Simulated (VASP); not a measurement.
Write the native input for VASP 6.6.1 that does the following.

* Task: single point
* Functional: PBE
* Potentials or basis: VASP PAW PBE potentials, release 64 (K_sv, Tm_3, I), 4f in core
* Cutoff: 500 eV
* k mesh: 4 × 4 × 2
* Occupations: gaussian, width 0.1 eV
* Spin: no spin polarisation
* Dipole correction: no
* Further INCAR settings: ALGO = Normal; EDIFF = 1e-06; NBANDS = 32

The structure of KTmI4 lies in POSCAR:

```
KTmI4
1.0
    7.2954873872      0.0000000000      0.0000000000
    0.0000000000      4.5387390452      0.0000000000
   -0.3065176437      0.0000000000      8.3148134255
K Tm I
1 1 4
Direct
    0.5000000000      0.5000000000      0.5000000000
    0.0000000000      0.0000000000      0.0000000000
    0.2386860033      0.5000000000      0.8776783904
    0.7613139967      0.5000000000      0.1223216096
    0.7914612553      0.0000000000      0.6915120607
    0.2085387447      0.0000000000      0.3084879393
```

The cell was generated, and may not be a known phase.

One way to write it, as run:

INCAR

```
PREC = Accurate
ENCUT = 500
EDIFF = 1E-6
ISMEAR = 0
SIGMA = 0.1
LREAL = False
LASPH = True
NELM = 200
ALGO = Normal
ISIF = 2
LWAVE = False
LCHARG = True
GGA = PE
LELF = True
LVHAR = True
NBANDS = 32
GGA_COMPAT = False
LMAXMIX = 6
```

KPOINTS

```
regular mesh
0
Gamma
  4 4 2
```

Potentials or basis: VASP PAW PBE potentials, release 64 (K_sv, Tm_3, I), 4f in core.

Launch:

```console
$ cat potpaw_PBE.64/K_sv/POTCAR potpaw_PBE.64/Tm_3/POTCAR potpaw_PBE.64/I/POTCAR > POTCAR
$ mpirun -np 1 vasp_std > vasp.out
```

It gave:

| Item | Value |
| --- | --- |
| Pressure | 0.3 GPa |
| Largest force | 0.059 eV/Å |
| Band gap on the k mesh | 2.56 eV (least direct gap 2.57 eV) |

Caveat: spin-orbit coupling is left out, which moves the levels of the heavy elements; the 4f electrons are frozen in the core, so they carry no moment and show no levels.

It took 84 s on 1 thread of Intel(R) Xeon(R) 6975P-C (Granite Rapids), with other jobs on the host, peak memory 0.43 GiB.
